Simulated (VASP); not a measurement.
# SnO (Cmce) in VASP: further runs, part 2 of 2

VASP 6.6.1. The steps go on from the part before.

### Step 4. Single point, r2SCAN

POSCAR reads:

```
SnO
1.0
    2.7369120000     -2.7377960000      0.0000000000
    2.7369120000      2.7377960000      0.0000000000
    0.0000000000      0.0000000000     10.2219600000
Sn O
4 4
Direct
    0.7365470000      0.2634530000      0.8638580000
    0.2634530000      0.7365470000      0.1361420000
    0.7634530000      0.2365470000      0.3638580000
    0.2365470000      0.7634530000      0.6361420000
    0.2619440000      0.2380560000      0.2500000000
    0.7380560000      0.7619440000      0.7500000000
    0.2380560000      0.2619440000      0.7500000000
    0.7619440000      0.7380560000      0.2500000000
```

INCAR.step1 reads:

```
PREC = Accurate ; ENCUT = 520
ISMEAR = 0 ; SIGMA = 0.02
LREAL = False ; LASPH = True
NELM = 100 ; NBANDS = 50
GGA = PE ; ALGO = Normal
EDIFF = 1E-4 ; LWAVE = True
LCHARG = False
```

INCAR.step2 reads:

```
PREC = Accurate ; ENCUT = 520
EDIFF = 1E-6 ; ISMEAR = 0
SIGMA = 0.02 ; LREAL = False
LASPH = True ; NELM = 100
ALGO = Normal ; ISIF = 2
LWAVE = False ; LCHARG = False
METAGGA = R2SCAN ; LMIXTAU = True
NBANDS = 50 ; ISTART = 1
```

KPOINTS reads:

```
Automatic mesh
0
Gamma
  10 10 4
```

Potentials or basis: VASP PAW PBE potentials, release 64 (Sn_d, O).

On the command line:

```console
$ cat potpaw_PBE.64/Sn_d/POTCAR potpaw_PBE.64/O/POTCAR > POTCAR
$ cp INCAR.step1 INCAR
$ mpirun -np 1 vasp_std > vasp.out
$ cp INCAR.step2 INCAR
$ mpirun -np 1 vasp_std > vasp.out
```

OUTCAR:

```text
PREC = Accurate
   ENCUT = 520
   EDIFF = 1E-6
   ISMEAR = 0
   LREAL = False
   LASPH = True
   NELM = 100
   ISIF = 2
   METAGGA = R2SCAN
   ISTART = 1

 ion  position               nearest neighbor table
   1  0.737  0.263  0.864-   6 2.25   7 2.25   7 2.26   6 2.26   4 3.59   4 3.59   4 3.59   4 3.59

   2  0.263  0.737  0.136-   5 2.25   8 2.25   5 2.26   8 2.26   3 3.59   3 3.59   3 3.59   3 3.59

[... 1496 lines left out ...]
  Total       -3.8630154     -3.8651615     -2.8651314      0.0000000      0.0000000      0.0000000
  in kB      -40.4027506    -40.4251961    -29.9660183      0.0000000      0.0000000      0.0000000
  external PRESSURE =     -36.9313217 kB  Pullay stress =       0.0000000 kB

 VOLUME and BASIS-vectors are now :
 -----------------------------------------------------------------------------
  energy-cutoff  :      520.00
  volume of cell :      153.19
      direct lattice vectors                 reciprocal lattice vectors
     2.736912000 -2.737796000  0.000000000     0.182687642 -0.182628655  0.000000000
     2.736912000  2.737796000  0.000000000     0.182687642  0.182628655  0.000000000
     0.000000000  0.000000000 10.221960000     0.000000000  0.000000000  0.097828596

 POSITION                                       TOTAL-FORCE (eV/Angst)
 -----------------------------------------------------------------------------------
      2.73691     -1.29523      8.83032         0.000000     -0.049699     -0.453529
      2.73691      1.29523      1.39164         0.000000      0.049699      0.453529
      2.73691     -1.44256      3.71934         0.000000      0.049699     -0.453529
      2.73691      1.44256      6.50262         0.000000     -0.049699      0.453529
      1.36846     -0.06540      2.55549         0.000000      0.005892      0.000000
      4.10537      0.06540      7.66647         0.000000     -0.005892      0.000000
      1.36846      0.06540      7.66647         0.000000     -0.005892      0.000000
      4.10537     -0.06540      2.55549         0.000000      0.005892      0.000000
 -----------------------------------------------------------------------------------
    total drift:                                0.000000     -0.000000      0.000000

  FREE ENERGIE OF THE ION-ELECTRON SYSTEM (eV)
  ---------------------------------------------------
  free  energy   TOTEN  =      -133.7250334183 eV

  energy  without entropy=     -133.7250334183  energy(sigma->0) =     -133.72503342
```

OSZICAR.step1:

```text
N       E                     dE             d eps       ncg     rms          rms(c)
DAV:   1     0.105804225879E+04    0.10580E+04   -0.38131E+04 10082   0.239E+03
DAV:   2     0.165612638224E+03   -0.89243E+03   -0.85289E+03  9516   0.685E+02
DAV:   3    -0.353040561568E+02   -0.20092E+03   -0.19207E+03 10744   0.247E+02
DAV:   4    -0.524713162565E+02   -0.17167E+02   -0.16890E+02 10896   0.755E+01
DAV:   5    -0.531051248495E+02   -0.63381E+00   -0.63199E+00 10696   0.150E+01    0.165E+01
DAV:   6    -0.453925227574E+02    0.77126E+01   -0.32019E+01 14460   0.506E+01    0.686E+00
DAV:   7    -0.454920591016E+02   -0.99536E-01   -0.50243E+00 10236   0.978E+00    0.384E+00
DAV:   8    -0.454721849032E+02    0.19874E-01   -0.95106E-01 14212   0.523E+00    0.136E+00
DAV:   9    -0.454423076137E+02    0.29877E-01   -0.16641E-01 14468   0.342E+00    0.413E-01
DAV:  10    -0.454475203020E+02   -0.52127E-02   -0.29534E-02 12834   0.141E+00    0.376E-01
DAV:  11    -0.454448470419E+02    0.26733E-02   -0.83296E-03 13268   0.777E-01    0.653E-02
DAV:  12    -0.454450591703E+02   -0.21213E-03   -0.24732E-03  9906   0.210E-01    0.596E-02
DAV:  13    -0.454450520341E+02    0.71362E-05   -0.85642E-05  6770   0.975E-02
   1 F= -.45445052E+02 E0= -.45445052E+02  d E =-.137517E-34
```

Run time: 48 min. Hardware: 1 thread of Oxide Virtual Turin-like, shared host; peak memory 0.6 GiB.

Results:

```
Free energy            : -133.7250 eV
Pressure               : -3.7 GPa
Largest force          : 0.456 eV/Å
Band gap on the k mesh : 0.72 eV
```

Forces in eV/Å, atoms in the order of the input:
```
Sn   0.000 -0.050 -0.454
Sn   0.000  0.050  0.454
Sn   0.000  0.050 -0.454
Sn   0.000 -0.050  0.454
O    0.000  0.006  0.000
O    0.000 -0.006  0.000
O    0.000 -0.006  0.000
O    0.000  0.006  0.000
```

Stress tensor (GPa, compression positive):
```
-4.04  0.00  0.00
 0.00 -4.04  0.00
 0.00  0.00 -3.00
```

Caveat: the cell stands under tension; the PAW data sets were made with another functional, which shifts forces and pressure a little; spin-orbit coupling is left out, which moves the levels of the heavy elements.

### Step 5. Summary

```tsv
level	k mesh	gap on the mesh (eV)	pressure (GPa)	largest force (eV/Å)
PBE	8 × 8 × 4	0.54	-0.2	0.05
PBE	8 × 8 × 4, shifted	0.79	-0.2	0.05
r2SCAN	10 × 10 × 4	0.72	-3.7	0.46
```

Alike in all rows: task single point; potentials or basis VASP PAW PBE potentials, release 64 (Sn_d, O); no spin polarisation; cell as given; cutoff (eV) 520; smearing gaussian 0.02 eV.

The pressure there spans -3.7 GPa (r2SCAN) to -0.2 GPa (PBE); a positive pressure means that this level wants a larger cell, a negative one a smaller.

Caveats: spin-orbit coupling is left out, which moves the levels of the heavy elements; a shifted mesh leaves out Γ, where band edges can lie (at least some runs); the cell stands under tension (at least some runs); the PAW data sets were made with another functional, which shifts forces and pressure a little (at least some runs).

Absolute energies hang on the potentials; compare differences alone.
